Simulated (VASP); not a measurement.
# As (P6_3/mmc) in VASP: notebook

As is run at these levels: PBEsol; tasks: single point, relaxation of cell and atoms.

All numbers are computed with VASP 6.6.1; they aren't measurements. Logs are shortened: lines on timing, memory, paths and dates and some standing lists are left out, and cuts for length are marked.

**1. The cell of the first run**

The structure is hexagonal, space group P6_3/mmc (No. 194). The conventional cell has a = 3.068 Å, b = 3.068 Å, c = 4.689 Å, α = 90.00°, β = 90.00°, γ = 120.00°. Within 3.9 Å of As (site symmetry -6m2) lie 12 As at 2.94 to 3.07 Å.

**2. Single point, PBEsol (volume scaled by 1.04)**

File INCAR:

```
SYSTEM = As
ALGO     = Normal         ! electronic algorithm
EDIFF    = 1E-7           ! SCF threshold, eV
ENCUT    = 520            ! plane-wave cutoff, eV
GGA      = PS             ! functional
ISIF     = 2              ! what is computed and relaxed
ISMEAR   = -1             ! smearing method
LASPH    = .True.         ! aspherical terms in the spheres
LCHARG   = .False.        ! write CHGCAR
LREAL    = .False.        ! projectors in reciprocal space
LWAVE    = .False.        ! write WAVECAR
NBANDS   = 12             ! bands
NELM     = 60             ! most SCF steps
PREC     = Accurate       ! precision mode
SIGMA    = 0.1            ! smearing width, eV
```

File KPOINTS:

```
k-points
0
Gamma
  13 13 8
  0 0 0
```

File POSCAR:

```
As
1.0
    3.0683932571      0.0000000000      0.0000000000
   -1.5341966285      2.6573065095      0.0000000000
    0.0000000000      0.0000000000      4.6891465508
As
2
Direct
    0.3333333333      0.6666666667      0.2500000000
    0.6666666667      0.3333333333      0.7500000000
```

Potentials or basis: VASP PAW PBE potentials, release 64 (As).

The run is started by

```bash
cat potpaw_PBE.64/As/POTCAR > POTCAR
mpirun -np 1 vasp_std > vasp.out
```

OUTCAR:

```text
SYSTEM = As
   EDIFF = 1E-7
   ENCUT = 520
   GGA = PS
   ISIF = 2
   ISMEAR = -1
   LASPH = .True.
   LREAL = .False.
   NELM = 60
   PREC = Accurate

 ion  position               nearest neighbor table
   1  0.333  0.667  0.250-
   2  0.667  0.333  0.750-

  LATTYP: Found a hexagonal cell.
 ALAT       =     3.0683932571
 C/A-ratio  =     1.5282091172

  Lattice vectors:

 A1 = (   3.0683932571,   0.0000000000,   0.0000000000)
 A2 = (  -1.5341966285,   2.6573065095,   0.0000000000)
 A3 = (   0.0000000000,   0.0000000000,   4.6891465508)

Analysis of symmetry for initial positions (statically):
=====================================================================
 Subroutine PRICEL returns:
 Original cell was already a primitive cell.

 Routine SETGRP: Setting up the symmetry group for a
 hexagonal supercell.

 Subroutine GETGRP returns: Found 24 space group operations
 (whereof 12 operations were pure point group operations)
 out of a pool of 24 trial point group operations.

The static configuration has the point symmetry D_3d.
 The point group associated with its full space group is D_6h.

Analysis of symmetry for dynamics (positions and initial velocities):
=====================================================================
 Subroutine PRICEL returns:
 Original cell was already a primitive cell.

 Routine SETGRP: Setting up the symmetry group for a
 hexagonal supercell.

 Subroutine GETGRP returns: Found 24 space group operations
 (whereof 12 operations were pure point group operations)
 out of a pool of 24 trial point group operations.

The dynamic configuration has the point symmetry D_3d.
 The point group associated with its full space group is D_6h.

 Subroutine INISYM returns: Found 24 space group operations
 (whereof 12 operations are pure point group operations),
 and found     1 'primitive' translations

----------------------------------------------------------------------------------------

                                     Primitive cell

  volume of cell :      38.2337

  direct lattice vectors                    reciprocal lattice vectors
     3.068393257  0.000000000  0.000000000     0.325903467  0.188160454  0.000000000
    -1.534196628  2.657306510  0.000000000     0.000000000  0.376320909  0.000000000
     0.000000000  0.000000000  4.689146551     0.000000000  0.000000000  0.213258423

  length of vectors
     3.068393257  3.068393257  4.689146551     0.376320909  0.376320909  0.213258423

  position of ions in fractional coordinates (direct lattice)
     0.333333333  0.666666667  0.250000000
     0.666666667  0.333333333  0.750000000
[... 89 lines left out ...]
   NUPDOWN=      -1.0000    fix difference up-down
   EMIN   =  10.00;   EMAX   =-10.00  energy-range for DOS
   EFERMI =   0.00;   METHOD = LEGACY
   ISMEAR =    -1;   SIGMA  =   0.10  broadening in eV -4-tet -1-fermi 0-gaus
   EFERMI_NEDOS =   21; number of points for ismear=-14 and -15
   IALGO  =     38    algorithm
   IMIX   =      4    mixing-type and parameters
     AMIX     =   0.40;   BMIX     =  1.00
     AMIX_MAG =   1.60;   BMIX_MAG =  1.00
  volume/ion in A,a.u.               =      19.12       129.01
  Fermi-wavevector in a.u.,A,eV,Ry     =   1.046950  1.978449 14.913409  1.096105
  Thomas-Fermi vector in A             =   2.181810
   LORBIT       =      0    0 simple, 1 ext, 2 COOP (PROOUT), +10 PAW based schemes
   GGA     = PS    functional components
   LHFCALC =     F    Hartree Fock is set to
   AEXX    =    0.0000 exact exchange contribution
   IVDW    =     0    specifies the selected vdW correction
   LEPSILON=     F    determine dielectric tensor
   LRPA    =     F    only Hartree local field effects (RPA)
 non-spin polarized calculation
  energy-cutoff  :      520.00
  volume of cell :       38.23
 maximum number of plane-waves:      1044
 NGX is ok and might be reduce to    24
   NGX = 11   NGY = 11   NGZ = 17

 number of electron      10.0000000 magnetization

 number of electron       9.9999997 magnetization

 Free energy of the ion-electron system (eV)
  ---------------------------------------------------
  ext. energy  EPLUGINS =         0.00000000
  ---------------------------------------------------
  free energy    TOTEN  =        -9.33742991 eV

  energy without entropy =       -9.29929951  energy(sigma->0) =       -9.31836471

 E-fermi :   6.3199     XC(G=0): -10.8501

 val. band max:        6.2792515637   @ k =   0.3077   0.0000   0.3750
 cond. band min:       6.3359958943   @ k =   0.4615   0.0000   0.0000
 fundamental gap:      0.0567443305
 Fermi energy:         6.3198817531

 k-point     1 :       0.0000    0.0000    0.0000
  band No.  band energies     occupation
      1      -8.7639      2.00000
      2      -3.6288      2.00000
      3      -0.2098      2.00000
      4       9.5297      0.00000
      5       9.5297      0.00000
      6      11.4909      0.00000
      7      11.4909      0.00000
      8      12.9926      0.00000
      9      14.6976      0.00000
     10      17.6059      0.00000
     11      18.1826      0.00000
     12      18.1826      0.00000
[... 331 lines left out ...]
 k-point    24 :       0.1538    0.0000    0.1250
  band No.  band energies     occupation
      1      -8.1979      2.00000
      2      -3.8050      2.00000
      3       0.9848      2.00000
      4       6.5323      0.21350
      5       8.4746      0.00000
      6       9.3923      0.00000
      7      11.4271      0.00000
      8      11.6994      0.00000
      9      14.7753      0.00000
     10      17.7229      0.00000
     11      18.0422      0.00000
     12      18.6310      0.00000

 [... further k-points ...]

------------------------ aborting loop because EDIFF is reached ----------------------------------------

  FORCE on cell =-STRESS in cart. coord.  units (eV):
  Direction    XX          YY          ZZ          XY          YZ          ZX
  --------------------------------------------------------------------------------------
  -------------------------------------------------------------------------------------
  Total       -0.7907687     -0.7907687     -0.5599323     -0.0000000      0.0000000      0.0000000
  in kB      -33.1370301    -33.1370301    -23.4638682     -0.0000000      0.0000000      0.0000000
  external PRESSURE =     -29.9126428 kB  Pullay stress =       0.0000000 kB

 VOLUME and BASIS-vectors are now :
 -----------------------------------------------------------------------------
  energy-cutoff  :      520.00
  volume of cell :       38.23
      direct lattice vectors                 reciprocal lattice vectors
     3.068393257  0.000000000  0.000000000     0.325903467  0.188160454  0.000000000
    -1.534196628  2.657306510  0.000000000     0.000000000  0.376320909  0.000000000
     0.000000000  0.000000000  4.689146551     0.000000000  0.000000000  0.213258423

 POSITION                                       TOTAL-FORCE (eV/Angst)
 -----------------------------------------------------------------------------------
     -0.00000      1.77154      1.17229         0.000000     -0.000000      0.000000
      1.53420      0.88577      3.51686        -0.000000      0.000000      0.000000
 -----------------------------------------------------------------------------------
    total drift:                               -0.000000      0.000000     -0.000000

  FREE ENERGIE OF THE ION-ELECTRON SYSTEM (eV)
  ---------------------------------------------------
  free  energy   TOTEN  =        -9.3374299071 eV

  energy  without entropy=       -9.2992995128  energy(sigma->0) =       -9.31836471
```

Run time: 48 s. Hardware: 1 thread of Intel Xeon 8259CL, shared host; peak memory 0.18 GiB.

Results:

```yaml
Free_energy: -9.3374 eV
Pressure: -3.0 GPa
Band_gap_on_the_k_mesh: zero (band 5 reaches 10.52 eV, above the bottom of band 6 at 2.90 eV)
```

Levels at points of the mesh, in eV from the Fermi level:
| k point | band 1 | band 2 | band 3 | band 4 | band 5 | band 6 | band 7 | band 8 | band 9 | band 10 |
| --- | --- | --- | --- | --- | --- | --- | --- | --- | --- | --- |
| (0.00, 0.00, 0.00) | -15.08 | -9.95 | -6.53 | 3.21 | 3.21 | 5.17 | 5.17 | 6.67 | 8.38 | 11.29 |
| (0.00, 0.00, 0.50) | -13.47 | -13.47 | -0.07 | -0.07 | 4.20 | 4.20 | 4.20 | 4.20 | 9.94 | 9.94 |

Caveat: the PAW data sets were made with another functional, which shifts forces and pressure a little.

**3. Single point, PBEsol (volume scaled by 1.08)**

File INCAR:

```
PREC = Accurate ; ENCUT = 520
EDIFF = 1E-6 ; ISMEAR = -1
SIGMA = 0.1 ; LREAL = F
LASPH = T ; NELM = 60
ALGO = Normal ; ISIF = 2
LWAVE = F ; LCHARG = F
GGA = PS ; NBANDS = 12
```

File KPOINTS:

```
Automatic mesh
0
Gamma
  13 13 8
```

File POSCAR:

```
As
1.0
    3.1072378018      0.0000000000      0.0000000000
   -1.5536189009      2.6909468719      0.0000000000
    0.0000000000      0.0000000000      4.7485091381
As
2
Direct
    0.3333333333      0.6666666667      0.2500000000
    0.6666666667      0.3333333333      0.7500000000
```

Potentials or basis: VASP PAW PBE potentials, release 64 (As).

The run is started by

```bash
cat potpaw_PBE.64/As/POTCAR > POTCAR
mpirun -np 1 vasp_std > vasp.out
```

Wall time 42 s (1 thread of Intel Xeon 8259CL, shared host); peak memory 0.18 GiB.

Results (log left out):

```
Free energy            : -9.2972 eV
Pressure               : -5.7 GPa
Band gap on the k mesh : zero (band 5 reaches 9.90 eV, above the bottom of band 6 at 2.64 eV)
```

Stress tensor (GPa, compression positive):
```
-6.00  0.00  0.00
 0.00 -6.00  0.00
 0.00  0.00 -5.07
```

Levels at points of the mesh, in eV from the Fermi level:
| k point | band 2 | band 3 | band 4 | band 5 | band 6 | band 7 | band 8 | band 9 |
| --- | --- | --- | --- | --- | --- | --- | --- | --- |
| (0.00, 0.00, 0.00) | -9.89 | -6.27 | 3.05 | 3.05 | 4.93 | 4.93 | 6.33 | 8.19 |
| (0.00, 0.00, 0.50) | -13.20 | -0.14 | -0.14 | 4.00 | 4.00 | 4.00 | 4.00 | 9.74 |

Caveat: the PAW data sets were made with another functional, which shifts forces and pressure a little.

(Part 1 of 2 ends here.)
